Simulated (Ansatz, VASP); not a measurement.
# Cd2S in VASP and in Ansatz

```xyz
6
Lattice="4.1417 0.0000 0.0000 0.0000 4.1417 0.0000 0.0000 0.0000 9.0167" Properties=species:S:1:pos:R:3 pbc="T T T"
Cd    2.0708    2.0708    3.1132
Cd    2.0708    2.0708    5.9036
Cd    0.0000    0.0000    0.0000
Cd    0.0000    0.0000    4.5084
S     0.0000    2.0708    1.5189
S     2.0708    0.0000    7.4979
```

Alike in both runs: functional PBE; k mesh 4 × 4 × 2; occupations gaussian, width 0.2 eV; no spin polarisation.

Ansatz relaxed the structure, and its values are those at the end. VASP's run is a single point on that final structure, the one shown.

|  | VASP | Ansatz |
| --- | --- | --- |
| version | VASP 6.6.1 | Ansatz 0.2.0 |
| potentials or method | VASP PAW PBE potentials, release 64 (Cd, S), cutoff 520 eV | scalar-relativistic, plane waves, PAW |
| valence electrons in the cell | 60 | 92 |

Ansatz gave:

```
gap on the k mesh at the Fermi level (eV) : none
pressure (GPa)                            : 0.0
rms of the force components (eV/Å)        : 0.019
```

Problem. What did VASP give for the same quantities?

Solution. gap on the k mesh at the Fermi level (eV): none; pressure (GPa): 0.3; rms of the force components (eV/Å): 0.020.

A gap of «none» marks a metal or a gap that the smearing closes. VASP's potentials hold 60 valence electrons a cell and Ansatz's 92, so a difference there can come from the potentials and not from the codes.

The k mesh is coarse, so the values compare programs but aren't converged.
